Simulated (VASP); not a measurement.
# TePb (Fm-3m) in VASP: a series of runs, part 2 of 2

VASP 6.6.1. Earlier steps stand in the parts before.

### 4 Single point, r2SCAN+D3(BJ)

This run uses another cell than the first one, of 34.07 Å³/atom, 1.063 times its volume.

POSCAR reads:

```
TePb
1.0
    0.0000000000      3.2417342981      3.2417342981
    3.2417342981      0.0000000000      3.2417342981
    3.2417342981      3.2417342981      0.0000000000
Te Pb
1 1
Direct
    0.5000000000      0.5000000000      0.5000000000
    0.0000000000      0.0000000000      0.0000000000
```

INCAR.step1 reads:

```
ALGO     = Normal         # electronic algorithm
EDIFF    = 1E-4           # SCF threshold, eV
ENCUT    = 520            # plane-wave cutoff, eV
GGA      = PE             # functional
ISMEAR   = -1             # smearing method
LASPH    = T              # aspherical terms in the spheres
LCHARG   = F              # write CHGCAR
LREAL    = F              # projectors in reciprocal space
LWAVE    = T              # write WAVECAR
NBANDS   = 17             # bands
NELM     = 100            # most SCF steps
PREC     = Accurate       # precision mode
SIGMA    = 0.1            # smearing width, eV
```

INCAR.step2 reads:

```
ALGO     = Normal         # electronic algorithm
EDIFF    = 1E-7           # SCF threshold, eV
ENCUT    = 520            # plane-wave cutoff, eV
ISIF     = 2              # what is computed and relaxed
ISMEAR   = -1             # smearing method
ISTART   = 1            
IVDW     = 12             # dispersion correction
LASPH    = T              # aspherical terms in the spheres
LCHARG   = F              # write CHGCAR
LMIXTAU  = T            
LREAL    = F              # projectors in reciprocal space
LWAVE    = F              # write WAVECAR
METAGGA  = R2SCAN         # meta-GGA
NBANDS   = 17             # bands
NELM     = 100            # most SCF steps
PREC     = Accurate       # precision mode
SIGMA    = 0.1            # smearing width, eV
VDW_A1   = 0.49484001   
VDW_A2   = 5.73083694   
VDW_S6   = 1.0          
VDW_S8   = 0.78981345
```

KPOINTS reads:

```
k-points
0
Gamma
  5 5 5
```

Potentials or basis: VASP PAW PBE potentials, release 64 (Te, Pb_d).

Started as:

```sh
cat potpaw_PBE.64/Te/POTCAR potpaw_PBE.64/Pb_d/POTCAR > POTCAR
cp INCAR.step1 INCAR
mpirun -np 1 vasp_std > vasp.out
cp INCAR.step2 INCAR
mpirun -np 1 vasp_std > vasp.out
```

OUTCAR:

```text
EDIFF = 1E-7
   ENCUT = 520
   ISIF = 2
   ISMEAR = -1
   ISTART = 1
   IVDW = 12
   LASPH = T
   LREAL = F
   METAGGA = R2SCAN
   NELM = 100
   PREC = Accurate
 IVDW          = 12

 ion  position               nearest neighbor table
   1  0.500  0.500  0.500-   2 3.24   2 3.24   2 3.24   2 3.24   2 3.24   2 3.24
   2  0.000  0.000  0.000-   1 3.24   1 3.24   1 3.24   1 3.24   1 3.24   1 3.24

  LATTYP: Found a face centered cubic cell.
 ALAT       =     6.4834685962
[... 372 lines left out ...]

------------------------ aborting loop because EDIFF is reached ----------------------------------------

 Edisp (eV)   -0.37421

 E8    (eV) :    -0.1444

  FORCE on cell =-STRESS in cart. coord.  units (eV):
  Direction    XX          YY          ZZ          XY          YZ          ZX
  --------------------------------------------------------------------------------------
  -------------------------------------------------------------------------------------
  Total       0.08160     0.08160     0.08160    -0.00000    -0.00000     0.00000
  in kB       1.91887     1.91887     1.91887    -0.00000    -0.00000     0.00000
  external pressure =        1.92 kB  Pullay stress =        0.00 kB

 VOLUME and BASIS-vectors are now :
 -----------------------------------------------------------------------------
  energy-cutoff  :      520.00
  volume of cell :       68.13
      direct lattice vectors                 reciprocal lattice vectors
     0.000000000  3.241734298  3.241734298    -0.154238427  0.154238427  0.154238427
     3.241734298  0.000000000  3.241734298     0.154238427 -0.154238427  0.154238427
     3.241734298  3.241734298  0.000000000     0.154238427  0.154238427 -0.154238427

 POSITION                                       TOTAL-FORCE (eV/Angst)
 -----------------------------------------------------------------------------------
      3.24173      3.24173      3.24173         0.000000     -0.000000      0.000000
      0.00000      0.00000      0.00000        -0.000000      0.000000     -0.000000
 -----------------------------------------------------------------------------------
    total drift:                               -0.000000      0.000000      0.000000

  FREE ENERGIE OF THE ION-ELECTRON SYSTEM (eV)
  ---------------------------------------------------
  free  energy   TOTEN  =       -83.0745260627 eV

  energy  without entropy=      -83.0743115463  energy(sigma->0) =      -83.07441880
```

OUTCAR.step1:

```text
EDIFF = 1E-4
   ENCUT = 520
   GGA = PE
   ISMEAR = -1
   LASPH = T
   LREAL = F
[... 402 lines left out ...]
 -----------------------------------------------------------------------------------
      3.24173      3.24173      3.24173         0.000000      0.000000     -0.000000
      0.00000      0.00000      0.00000        -0.000000     -0.000000      0.000000
 -----------------------------------------------------------------------------------
    total drift:                               -0.000000      0.000000      0.000000

  FREE ENERGIE OF THE ION-ELECTRON SYSTEM (eV)
  ---------------------------------------------------
  free  energy   TOTEN  =        -7.5108092807 eV

  energy  without entropy=       -7.5100988251  energy(sigma->0) =       -7.51045405
```

OSZICAR.step1:

```text
N       E                     dE             d eps       ncg     rms          rms(c)
DAV:   1     0.151471449015E+03    0.15147E+03   -0.93177E+03   340   0.116E+03
DAV:   2     0.311222311696E+01   -0.14836E+03   -0.14441E+03   357   0.293E+02
DAV:   3    -0.732118414849E+01   -0.10433E+02   -0.10361E+02   456   0.838E+01
DAV:   4    -0.762337372308E+01   -0.30219E+00   -0.30206E+00   415   0.156E+01
DAV:   5    -0.763634554831E+01   -0.12972E-01   -0.12971E-01   491   0.303E+00    0.332E+00
DAV:   6    -0.751225619075E+01    0.12409E+00   -0.27314E-01   475   0.362E+00    0.207E+00
DAV:   7    -0.750901807622E+01    0.32381E-02   -0.87015E-02   398   0.143E+00    0.919E-01
DAV:   8    -0.751084692001E+01   -0.18288E-02   -0.97162E-03   428   0.973E-01    0.153E-01
DAV:   9    -0.751078637322E+01    0.60547E-04   -0.13124E-03   482   0.363E-01    0.657E-02
DAV:  10    -0.751080928067E+01   -0.22907E-04   -0.17220E-04   328   0.102E-01
   1 F= -.75108093E+01 E0= -.75104541E+01  d E =-.710456E-03
```

It took 45 s on 1 thread of Intel Xeon 6975P-C (Granite Rapids), shared host; peak memory 0.22 GiB.

Results:

```
Free energy                : -83.0745 eV
Pressure                   : 0.2 GPa
Dispersion energy per atom : -0.187 eV
```

Levels at points of the mesh, in eV from the Fermi level:
```tsv
k point	band 8	band 9	band 10	band 11	band 12	band 13
(0.00, 0.00, 0.00)	-2.07	-2.07	-2.07	3.73	3.73	3.73
```

Caveat: this odd mesh misses L, where the gap lies, so gap, dielectric constants and Born charges aren't listed; three body term missing; the PAW data sets were made with another functional, which shifts forces and pressure a little; spin-orbit coupling is left out, which moves the levels of the heavy elements.

### 5 Single point, r2SCAN+D3(BJ)

This run uses another cell than the first one, of 35.08 Å³/atom, 1.095 times its volume.

POSCAR reads:

```
TePb
1.0
    0.0000000000      3.2735180337      3.2735180337
    3.2735180337      0.0000000000      3.2735180337
    3.2735180337      3.2735180337      0.0000000000
Te Pb
1 1
Direct
    0.5000000000      0.5000000000      0.5000000000
    0.0000000000      0.0000000000      0.0000000000
```

INCAR.step1 reads:

```
PREC     = Accurate       # precision mode
ENCUT    = 520            # plane-wave cutoff, eV
ISMEAR   = -1             # smearing method
SIGMA    = 0.1            # smearing width, eV
LREAL    = False          # projectors in reciprocal space
LASPH    = True           # aspherical terms in the spheres
NELM     = 100            # most SCF steps
NBANDS   = 17             # bands
GGA      = PE             # functional
ALGO     = Normal         # electronic algorithm
EDIFF    = 1E-4           # SCF threshold, eV
LWAVE    = True           # write WAVECAR
LCHARG   = False          # write CHGCAR
```

INCAR.step2 reads:

```
PREC     = Accurate       # precision mode
ENCUT    = 520            # plane-wave cutoff, eV
EDIFF    = 1E-6           # SCF threshold, eV
ISMEAR   = -1             # smearing method
SIGMA    = 0.1            # smearing width, eV
LREAL    = False          # projectors in reciprocal space
LASPH    = True           # aspherical terms in the spheres
NELM     = 100            # most SCF steps
ALGO     = Normal         # electronic algorithm
ISIF     = 2              # what is computed and relaxed
LWAVE    = False          # write WAVECAR
LCHARG   = True           # write CHGCAR
METAGGA  = R2SCAN         # meta-GGA
LMIXTAU  = True         
IVDW     = 12             # dispersion correction
VDW_S6   = 1.0          
VDW_S8   = 0.78981345   
VDW_A1   = 0.49484001   
VDW_A2   = 5.73083694   
LELF     = True           # ELF
LVHAR    = True         
NBANDS   = 17             # bands
ISTART   = 1
```

KPOINTS reads:

```
Automatic mesh
0
Gamma
  5 5 5
```

Potentials or basis: VASP PAW PBE potentials, release 64 (Te, Pb_d).

Started as:

```sh
cat potpaw_PBE.64/Te/POTCAR potpaw_PBE.64/Pb_d/POTCAR > POTCAR
cp INCAR.step1 INCAR
mpirun -np 1 vasp_std > vasp.out
cp INCAR.step2 INCAR
mpirun -np 1 vasp_std > vasp.out
```

OUTCAR:

```text
PREC = Accurate
   ENCUT = 520
   EDIFF = 1E-6
   ISMEAR = -1
   LREAL = False
   LASPH = True
   NELM = 100
   ISIF = 2
   METAGGA = R2SCAN
   IVDW = 12
   ISTART = 1
 IVDW          = 12

 ion  position               nearest neighbor table
   1  0.500  0.500  0.500-   2 3.27   2 3.27   2 3.27   2 3.27   2 3.27   2 3.27
   2  0.000  0.000  0.000-   1 3.27   1 3.27   1 3.27   1 3.27   1 3.27   1 3.27

  LATTYP: Found a face centered cubic cell.
 ALAT       =     6.5470360674

  Lattice vectors:

 A1 = (   0.0000000000,   3.2735180337,   3.2735180337)
 A2 = (   3.2735180337,   0.0000000000,   3.2735180337)
 A3 = (   3.2735180337,   3.2735180337,   0.0000000000)

Analysis of symmetry for initial positions (statically):
=====================================================================
 Subroutine PRICEL returns:
 Original cell was already a primitive cell.

 Routine SETGRP: Setting up the symmetry group for a
 face centered cubic supercell.

 Subroutine GETGRP returns: Found 48 space group operations
 (whereof 48 operations were pure point group operations)
 out of a pool of 48 trial point group operations.

The static configuration has the point symmetry O_h .

Analysis of symmetry for dynamics (positions and initial velocities):
=====================================================================
 Subroutine PRICEL returns:
 Original cell was already a primitive cell.

 Routine SETGRP: Setting up the symmetry group for a
 face centered cubic supercell.

 Subroutine GETGRP returns: Found 48 space group operations
 (whereof 48 operations were pure point group operations)
 out of a pool of 48 trial point group operations.

The dynamic configuration has the point symmetry O_h .

[... 95 lines left out ...]
   NUPDOWN=      -1.0000    fix difference up-down
   EMIN   =  10.00;   EMAX   =-10.00  energy-range for DOS
   EFERMI =   0.00;   METHOD = LEGACY
   ISMEAR =    -1;   SIGMA  =   0.10  broadening in eV -4-tet -1-fermi 0-gaus
   EFERMI_NEDOS =   21; number of points for ismear=-14 and -15
   IALGO  =     38    algorithm
   IMIX   =      4    mixing-type and parameters
     AMIX     =   0.40;   BMIX     =  1.00
     AMIX_MAG =   1.60;   BMIX_MAG =  1.00
  volume/ion in A,a.u.               =      35.08       236.72
  Fermi-wavevector in a.u.,A,eV,Ry     =   1.077441  2.036068 15.794714  1.160879
  Thomas-Fermi vector in A             =   2.213353
   LORBIT       =      0    0 simple, 1 ext, 2 COOP (PROOUT), +10 PAW based schemes
   METAGGA = R2SCAN    functional components
   LHFCALC =     F    Hartree Fock is set to
   AEXX    =    0.0000 exact exchange contribution
   IVDW    =    12    specifies the selected vdW correction
   LEPSILON=     F    determine dielectric tensor
   LRPA    =     F    only Hartree local field effects (RPA)
 non-spin polarized calculation
  energy-cutoff  :      520.00
  volume of cell :       70.16
 maximum number of plane-waves:      1917
 NGX is ok and might be reduce to    36
   NGX = 17   NGY = 17   NGZ = 17

 number of electron      20.0000001 magnetization

 Free energy of the ion-electron system (eV)
  ---------------------------------------------------
  ext. energy  EPLUGINS =         0.00000000
  ---------------------------------------------------
  free energy    TOTEN  =       -82.70605451 eV

  energy without entropy =      -82.70586520  energy(sigma->0) =      -82.70595985

 E-fermi :   5.6451     XC(G=0):  -9.6284

 val. band max:        4.8510908270   @ k =   0.4000   0.0000   0.0000
 cond. band min:       6.3729979524   @ k =   0.4000   0.0000   0.0000
 fundamental gap:      1.5219071254
 Fermi energy:         5.6451406250

 k-point     1 :       0.0000    0.0000    0.0000
  band No.  band energies     occupation
      1     -12.3081      2.00000
      2     -12.3081      2.00000
      3     -12.2993      2.00000
      4     -12.2993      2.00000
      5     -12.2993      2.00000
      6      -7.1764      2.00000
[... 177 lines left out ...]
      4     -12.2878      2.00000
      5     -12.2795      2.00000
      6      -5.5381      2.00000
[... 9 lines left out ...]
     16      15.6109      0.00000
     17      15.6688      0.00000

------------------------ aborting loop because EDIFF is reached ----------------------------------------

 Edisp (eV)   -0.36355

 E8    (eV) :    -0.1403

  FORCE on cell =-STRESS in cart. coord.  units (eV):
  Direction    XX          YY          ZZ          XY          YZ          ZX
  --------------------------------------------------------------------------------------
  -------------------------------------------------------------------------------------
  Total      -0.44383    -0.44383    -0.44383     0.00000     0.00000     0.00000
  in kB     -10.13577   -10.13577   -10.13577     0.00000     0.00000     0.00000
  external pressure =      -10.14 kB  Pullay stress =        0.00 kB

 VOLUME and BASIS-vectors are now :
 -----------------------------------------------------------------------------
  energy-cutoff  :      520.00
  volume of cell :       70.16
      direct lattice vectors                 reciprocal lattice vectors
     0.000000000  3.273518034  3.273518034    -0.152740872  0.152740872  0.152740872
     3.273518034  0.000000000  3.273518034     0.152740872 -0.152740872  0.152740872
     3.273518034  3.273518034  0.000000000     0.152740872  0.152740872 -0.152740872

 POSITION                                       TOTAL-FORCE (eV/Angst)
 -----------------------------------------------------------------------------------
      3.27352      3.27352      3.27352         0.000000      0.000000     -0.000000
      0.00000      0.00000      0.00000        -0.000000      0.000000      0.000000
 -----------------------------------------------------------------------------------
    total drift:                               -0.000000      0.000000      0.000000

  FREE ENERGIE OF THE ION-ELECTRON SYSTEM (eV)
  ---------------------------------------------------
  free  energy   TOTEN  =       -83.0696022993 eV

  energy  without entropy=      -83.0694129926  energy(sigma->0) =      -83.06950765
```

It took 33 s on 1 thread of Intel Xeon 6975P-C (Granite Rapids), shared host; peak memory 0.22 GiB.

Results:

```
Free energy                : -83.0696 eV
Pressure                   : -1.0 GPa
Dispersion energy per atom : -0.182 eV
```

Levels at points of the mesh, in eV from the Fermi level:
```tsv
k point	band 7	band 8	band 9	band 10	band 11	band 12	band 13	band 14
(0.00, 0.00, 0.00)	-6.38	-1.98	-1.98	-1.98	3.67	3.67	3.67	5.63
```

Caveat: this odd mesh misses L, where the gap lies, so gap, dielectric constants and Born charges aren't listed; three body term missing; the PAW data sets were made with another functional, which shifts forces and pressure a little; spin-orbit coupling is left out, which moves the levels of the heavy elements.

### 6 Single point, r2SCAN+D3(BJ)

This run uses another cell than the first one, of 36.09 Å³/atom, 1.126 times its volume.

POSCAR reads:

```
TePb
1.0
    0.0000000000      3.3046962724      3.3046962724
    3.3046962724      0.0000000000      3.3046962724
    3.3046962724      3.3046962724      0.0000000000
Te Pb
1 1
Direct
    0.5000000000      0.5000000000      0.5000000000
    0.0000000000      0.0000000000      0.0000000000
```

INCAR.step1 reads:

```
ALGO = Normal ; EDIFF = 1E-4
ENCUT = 520 ; GGA = PE
ISMEAR = -1 ; LASPH = T
LCHARG = F ; LREAL = F
LWAVE = T ; NBANDS = 17
NELM = 100 ; PREC = Accurate
SIGMA = 0.1
```

INCAR.step2 reads:

```
ALGO = Normal ; EDIFF = 1E-6
ENCUT = 520 ; ISIF = 2
ISMEAR = -1 ; ISTART = 1
IVDW = 12 ; LASPH = T
LCHARG = F ; LMIXTAU = T
LREAL = F ; LWAVE = F
METAGGA = R2SCAN ; NBANDS = 17
NELM = 100 ; PREC = Accurate
SIGMA = 0.1 ; VDW_A1 = 0.49484001
VDW_A2 = 5.73083694 ; VDW_S6 = 1.0
VDW_S8 = 0.78981345
```

KPOINTS reads:

```
k-points
0
Gamma
  5 5 5
```

Potentials or basis: VASP PAW PBE potentials, release 64 (Te, Pb_d).

Started as:

```sh
cat potpaw_PBE.64/Te/POTCAR potpaw_PBE.64/Pb_d/POTCAR > POTCAR
cp INCAR.step1 INCAR
mpirun -np 1 vasp_std > vasp.out
cp INCAR.step2 INCAR
mpirun -np 1 vasp_std > vasp.out
```

Wall time 42 s (1 thread of Intel Xeon 6975P-C (Granite Rapids), shared host); peak memory 0.21 GiB.

The run converged. Its results:

```
Free energy                : -83.0515 eV
Pressure                   : -1.8 GPa
Dispersion energy per atom : -0.177 eV
```

Levels at points of the mesh, in eV from the Fermi level:
```
           k point  band 8  band 9  band 10  band 11  band 12  band 13
(0.00, 0.00, 0.00)   -1.89   -1.89    -1.89     3.60     3.60     3.60
```

Caveat: this odd mesh misses L, where the gap lies, so gap, dielectric constants and Born charges aren't listed; three body term missing; the PAW data sets were made with another functional, which shifts forces and pressure a little; spin-orbit coupling is left out, which moves the levels of the heavy elements.

### 7 Summary

| cell | pressure (GPa) |
| --- | --- |
| a = 4.492 Å, angles 60.0°, 2 atoms | 3.4 |
| a = 4.539 Å, angles 60.0°, 2 atoms | 1.7 |
| a = 4.585 Å, angles 60.0°, 2 atoms | 0.2 |
| a = 4.629 Å, angles 60.0°, 2 atoms | -1.0 |
| a = 4.674 Å, angles 60.0°, 2 atoms | -1.8 |

Alike in all rows: task single point; level r2SCAN+D3(BJ); potentials or basis VASP PAW PBE potentials, release 64 (Te, Pb_d); no spin polarisation; k mesh 5 × 5 × 5; cutoff (eV) 520; smearing fermi-dirac 0.1 eV.

Caveats: three body term missing; the PAW data sets were made with another functional, which shifts forces and pressure a little; spin-orbit coupling is left out, which moves the levels of the heavy elements.

Total energies depend on the potentials used, so only differences within one code and one set of settings carry meaning.
